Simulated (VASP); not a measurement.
# Si (P6/mmm) in VASP: further runs, part 2 of 2

VASP 6.6.1. The steps go on from the part before.

## Step 3: Single point, r2SCAN (strain -0.030 along x and y, -0.015 along z)

File POSCAR:

```
Si
1.0
    2.5419265304      0.0000000000      0.0000000000
   -1.2709632652      2.2013729499      0.0000000000
    0.0000000000      0.0000000000      2.4293590741
Si
1
Direct
    0.0000000000      0.0000000000      0.0000000000
```

File INCAR.step1:

```
SYSTEM = Si
ALGO = Normal
EDIFF = 1E-4
ENCUT = 520
GGA = PE
ISMEAR = 0
LASPH = .True.
LCHARG = .False.
LREAL = .False.
LWAVE = .True.
NBANDS = 8
NELM = 60
PREC = Accurate
SIGMA = 0.15
```

File INCAR.step2:

```
SYSTEM = Si
ALGO = Normal
EDIFF = 1E-6
ENCUT = 520
ISIF = 2
ISMEAR = 0
ISTART = 1
LASPH = .True.
LCHARG = .True.
LELF = .True.
LMIXTAU = .True.
LREAL = .False.
LVHAR = .True.
LWAVE = .False.
METAGGA = R2SCAN
NBANDS = 8
NELM = 60
PREC = Accurate
SIGMA = 0.15
```

File KPOINTS:

```
k-points
0
Gamma
  24 24 20
  0 0 0
```

Potentials or basis: VASP PAW PBE potentials, release 64 (Si).

Launch:

```
$ cat potpaw_PBE.64/Si/POTCAR > POTCAR
$ cp INCAR.step1 INCAR
$ mpirun -np 1 vasp_std > vasp.out
$ cp INCAR.step2 INCAR
$ mpirun -np 1 vasp_std > vasp.out
```

OUTCAR:

```text
SYSTEM = Si
   EDIFF = 1E-6
   ENCUT = 520
   ISIF = 2
   ISMEAR = 0
   ISTART = 1
   LASPH = .True.
   LREAL = .False.
   METAGGA = R2SCAN
   NELM = 60
   PREC = Accurate

 ion  position               nearest neighbor table
   1  0.000  0.000  0.000-

  LATTYP: Found a hexagonal cell.
 ALAT       =     2.5419265304
 C/A-ratio  =     0.9557156924

  Lattice vectors:

 A1 = (   2.5419265304,   0.0000000000,   0.0000000000)
 A2 = (  -1.2709632652,   2.2013729499,   0.0000000000)
 A3 = (   0.0000000000,   0.0000000000,   2.4293590741)

[... 435 lines left out ...]
      1       2.2174      2.00000
      2       3.5301      2.00000
      3      15.5877      0.00000
      4      19.0895      0.00000
      5      25.0203      0.00000
      6      26.9393      0.00000
      7      29.8605      0.00000
      8      31.6530      0.00000

 [... further k-points ...]
[... 5 lines left out ...]
  --------------------------------------------------------------------------------------
  -------------------------------------------------------------------------------------
  Total        1.1840846      1.1840846      0.8642593      0.0000000     -0.0000000      0.0000000
  in kB      139.5548620    139.5548620    101.8606179      0.0000000     -0.0000000      0.0000000
  external PRESSURE =     126.9901140 kB  Pullay stress =       0.0000000 kB

 VOLUME and BASIS-vectors are now :
 -----------------------------------------------------------------------------
  energy-cutoff  :      520.00
  volume of cell :       13.59
      direct lattice vectors                 reciprocal lattice vectors
     2.541926530  0.000000000  0.000000000     0.393402401  0.227130982  0.000000000
    -1.270963265  2.201372950  0.000000000     0.000000000  0.454261964  0.000000000
     0.000000000  0.000000000  2.429359074     0.000000000  0.000000000  0.411631204

 POSITION                                       TOTAL-FORCE (eV/Angst)
 -----------------------------------------------------------------------------------
      0.00000      0.00000      0.00000        -0.000000      0.000000      0.000000
 -----------------------------------------------------------------------------------
    total drift:                               -0.000000     -0.000000      0.000000

  FREE ENERGIE OF THE ION-ELECTRON SYSTEM (eV)
  ---------------------------------------------------
  free  energy   TOTEN  =        -8.2795403231 eV

  energy  without entropy=       -8.2761328521  energy(sigma->0) =       -8.27783659
```

OSZICAR.step1:

```text
N       E                     dE             d eps       ncg     rms          rms(c)
DAV:   1    -0.242396792054E+01   -0.24240E+01   -0.18710E+03 11856   0.382E+02
DAV:   2    -0.505047013069E+01   -0.26265E+01   -0.25074E+01 15488   0.309E+01
DAV:   3    -0.506583691970E+01   -0.15367E-01   -0.15359E-01 12528   0.246E+00
DAV:   4    -0.506585223240E+01   -0.15313E-04   -0.15313E-04 17344   0.826E-02
DAV:   5    -0.506585223786E+01   -0.54679E-08   -0.52442E-08 12440   0.844E-04    0.343E+00
DAV:   6    -0.506085804612E+01    0.49942E-02   -0.11585E-03 12936   0.186E-01    0.197E+00
DAV:   7    -0.505736843264E+01    0.34896E-02   -0.28921E-03 12312   0.303E-01    0.171E-01
DAV:   8    -0.505736380662E+01    0.46260E-05   -0.88153E-05 11128   0.577E-02
   1 F= -.50573638E+01 E0= -.50553431E+01  d E =-.404136E-02
```

It took 1.9 min on 1 thread of Intel Xeon Platinum 8488C (Sapphire Rapids), shared host; peak memory 0.17 GiB.

What came out:

```
Free energy            : -8.2795 eV
Pressure               : 12.7 GPa
Band gap on the k mesh : zero (bands 2 and 3 overlap by 12.99 eV)
```

Levels at points of the mesh, in eV from the Fermi level:
```csv
k point,band 1,band 2,band 3,band 4,band 5,band 6,band 7
"(0.00, 0.00, 0.00)",-15.69,7.73,8.44,12.29,12.29,13.49,13.49
"(0.50, 0.00, 0.00)",-8.11,-7.76,6.08,7.03,14.39,15.96,19.27
"(0.00, 0.00, 0.50)",-10.33,-8.22,16.40,16.40,16.55,16.55,18.30
"(0.50, 0.00, 0.50)",-3.61,-2.36,-1.72,1.33,10.24,13.62,14.08
```

Caveat: the cell differs from its parent crystal (strain -0.030 along x and y, -0.015 along z); the cell stands under pressure; the PAW data sets were made with another functional, which shifts forces and pressure a little.

## Step 4: Single point, r2SCAN (strain -0.030 along x and y, +0.000 along z)

Changes to POSCAR since step 3:

```diff
@@ -4,3 +4,3 @@
    -1.2709632652      2.2013729499      0.0000000000
-    0.0000000000      0.0000000000      2.4293590741
+    0.0000000000      0.0000000000      2.4663543900
 Si
```

File INCAR.step1:

```
ALGO = Normal
EDIFF = 1E-4
ENCUT = 520
GGA = PE
ISMEAR = 0
LASPH = T
LCHARG = F
LREAL = F
LWAVE = T
NBANDS = 8
NELM = 100
PREC = Accurate
SIGMA = 0.15
```

File INCAR.step2:

```
ALGO = Normal
EDIFF = 1E-6
ENCUT = 520
ISIF = 2
ISMEAR = 0
ISTART = 1
LASPH = T
LCHARG = F
LMIXTAU = T
LREAL = F
LWAVE = F
METAGGA = R2SCAN
NBANDS = 8
NELM = 100
PREC = Accurate
SIGMA = 0.15
```

File KPOINTS:

```
k-points
0
Gamma
  24 24 20
```

Launch:

```
$ cat potpaw_PBE.64/Si/POTCAR > POTCAR
$ cp INCAR.step1 INCAR
$ mpirun -np 1 vasp_std > vasp.out
$ cp INCAR.step2 INCAR
$ mpirun -np 1 vasp_std > vasp.out
```

It took 2 min on 1 thread of Intel Xeon Platinum 8488C (Sapphire Rapids), shared host; peak memory 0.17 GiB.

The run converged. Its results:

```
Free energy            : -8.2885 eV
Pressure               : 10.2 GPa
Band gap on the k mesh : zero (bands 2 and 3 overlap by 12.68 eV)
```

Stress tensor (GPa, compression positive):
```
13.31  0.00  0.00
 0.00 13.31  0.00
 0.00  0.00  3.99
```

Levels at points of the mesh, in eV from the Fermi level:
| k point | band 1 | band 2 | band 3 | band 4 | band 5 | band 6 |
| --- | --- | --- | --- | --- | --- | --- |
| (0.00, 0.00, 0.00) | -15.54 | 7.56 | 7.83 | 12.44 | 12.44 | 13.61 |
| (0.50, 0.00, 0.00) | -7.94 | -7.63 | 6.23 | 7.15 | 13.79 | 15.45 |
| (0.00, 0.00, 0.50) | -10.47 | -8.11 | 16.32 | 16.32 | 16.44 | 16.44 |
| (0.50, 0.00, 0.50) | -3.72 | -2.21 | -1.88 | 1.43 | 10.13 | 13.78 |

Caveat: the cell differs from its parent crystal (strain -0.030 along x and y, +0.000 along z); the cell stands under pressure; the PAW data sets were made with another functional, which shifts forces and pressure a little.

## Step 5: Single point, r2SCAN (strain -0.015 along x and y, -0.030 along z)

File POSCAR:

```
Si
1.0
    2.5812346727      0.0000000000      0.0000000000
   -1.2906173364      2.2354147996      0.0000000000
    0.0000000000      0.0000000000      2.3923637583
Si
1
Direct
    0.0000000000      0.0000000000      0.0000000000
```

File INCAR.step1:

```
ALGO = Normal
EDIFF = 1E-4
ENCUT = 520
GGA = PE
ISMEAR = 0
LASPH = True
LCHARG = False
LREAL = False
LWAVE = True
NBANDS = 8
NELM = 60
PREC = Accurate
SIGMA = 0.15
```

File INCAR.step2:

```
ALGO = Normal
EDIFF = 1E-6
ENCUT = 520
ISIF = 2
ISMEAR = 0
ISTART = 1
LASPH = True
LCHARG = False
LMIXTAU = True
LREAL = False
LWAVE = False
METAGGA = R2SCAN
NBANDS = 8
NELM = 60
PREC = Accurate
SIGMA = 0.15
```

KPOINTS is that of step 4.

Launch:

```
$ cat potpaw_PBE.64/Si/POTCAR > POTCAR
$ cp INCAR.step1 INCAR
$ mpirun -np 1 vasp_std > vasp.out
$ cp INCAR.step2 INCAR
$ mpirun -np 1 vasp_std > vasp.out
```

It took 1.9 min on 1 thread of Intel Xeon Platinum 8488C (Sapphire Rapids), shared host; peak memory 0.17 GiB.

The run converged. Its results:

```yaml
Free_energy: -8.2923 eV
Pressure: 10.8 GPa
Band_gap_on_the_k_mesh: zero (bands 2 and 3 overlap by 13.29 eV)
```

Stress tensor (GPa, compression positive):
```
 8.73  0.00  0.00
 0.00  8.73  0.00
 0.00  0.00 14.79
```

Levels at points of the mesh, in eV from the Fermi level:
```csv
k point,band 1,band 2,band 3,band 4,band 5
"(0.00, 0.00, 0.00)",-15.53,8.03,9.39,11.42,11.42
"(0.50, 0.00, 0.00)",-8.32,-7.69,5.56,6.75,15.00
"(0.00, 0.00, 0.50)",-9.83,-8.06,15.97,15.97,16.26
"(0.50, 0.00, 0.50)",-3.24,-2.55,-1.54,1.41,10.01
```

Caveat: the cell differs from its parent crystal (strain -0.015 along x and y, -0.030 along z); the cell stands under pressure; the PAW data sets were made with another functional, which shifts forces and pressure a little.

## Step 6: Single point, r2SCAN (strain -0.030 along x and y, +0.015 along z)

File POSCAR:

```
Si
1.0
    2.5419265304      0.0000000000      0.0000000000
   -1.2709632652      2.2013729499      0.0000000000
    0.0000000000      0.0000000000      2.5033497058
Si
1
Direct
    0.0000000000      0.0000000000      0.0000000000
```

File INCAR.step1:

```
SYSTEM = Si
PREC = Accurate ; ENCUT = 520
ISMEAR = 0 ; SIGMA = 0.15
LREAL = .False. ; LASPH = .True.
NELM = 100 ; NBANDS = 8
GGA = PE ; ALGO = Normal
EDIFF = 1E-4 ; LWAVE = .True.
LCHARG = .False.
```

File INCAR.step2:

```
SYSTEM = Si
PREC = Accurate ; ENCUT = 520
EDIFF = 1E-6 ; ISMEAR = 0
SIGMA = 0.15 ; LREAL = .False.
LASPH = .True. ; NELM = 100
ALGO = Normal ; ISIF = 2
LWAVE = .False. ; LCHARG = .False.
METAGGA = R2SCAN ; LMIXTAU = .True.
NBANDS = 8 ; ISTART = 1
```

File KPOINTS:

```
regular mesh
0
Gamma
  24 24 20
  0 0 0
```

Potentials or basis: VASP PAW PBE potentials, release 64 (Si).

Launch:

```
$ cat potpaw_PBE.64/Si/POTCAR > POTCAR
$ cp INCAR.step1 INCAR
$ mpirun -np 1 vasp_std > vasp.out
$ cp INCAR.step2 INCAR
$ mpirun -np 1 vasp_std > vasp.out
```

It took 2.4 min on 1 thread of Intel Xeon Platinum 8488C (Sapphire Rapids), shared host; peak memory 0.17 GiB.

The run converged. Its results:

```yaml
Free_energy: -8.2906 eV
Pressure: 8.0 GPa
Band_gap_on_the_k_mesh: zero (bands 2 and 3 overlap by 12.30 eV)
```

Stress tensor (GPa, compression positive):
```
12.29  0.00  0.00
 0.00 12.29  0.00
 0.00  0.00 -0.61
```

Levels at points of the mesh, in eV from the Fermi level:
```csv
k point,band 1,band 2,band 3,band 4,band 5,band 6,band 7
"(0.00, 0.00, 0.00)",-15.38,7.27,7.39,12.60,12.60,13.73,13.73
"(0.50, 0.00, 0.00)",-7.76,-7.49,6.37,7.27,13.22,14.97,18.75
"(0.00, 0.00, 0.50)",-10.59,-7.99,16.26,16.26,16.33,16.33,18.69
"(0.50, 0.00, 0.50)",-3.81,-2.05,-2.02,1.53,10.04,13.73,13.94
```

Caveat: the cell differs from its parent crystal (strain -0.030 along x and y, +0.015 along z); the cell stands under pressure; the PAW data sets were made with another functional, which shifts forces and pressure a little.

## Step 7: The runs side by side

| cell | gap on the mesh (eV) | pressure (GPa) |
| --- | --- | --- |
| a = 2.542, b = 2.542, c = 2.392 Å, angles 90.0, 90.0, 120.0°, 1 atom | none | 15.6 |
| a = 2.542, b = 2.542, c = 2.429 Å, angles 90.0, 90.0, 120.0°, 1 atom | none | 12.7 |
| a = 2.542, b = 2.542, c = 2.466 Å, angles 90.0, 90.0, 120.0°, 1 atom | none | 10.2 |
| a = 2.581, b = 2.581, c = 2.392 Å, angles 90.0, 90.0, 120.0°, 1 atom | none | 10.8 |
| a = 2.542, b = 2.542, c = 2.503 Å, angles 90.0, 90.0, 120.0°, 1 atom | none | 8.0 |

Alike in all rows: task single point; level r2SCAN; potentials or basis VASP PAW PBE potentials, release 64 (Si); no spin polarisation; k mesh 24 × 24 × 20; cutoff (eV) 520; smearing gaussian 0.15 eV.

Caveats: the cell stands under pressure; the PAW data sets were made with another functional, which shifts forces and pressure a little.

Absolute energies hang on the potentials; compare differences alone.
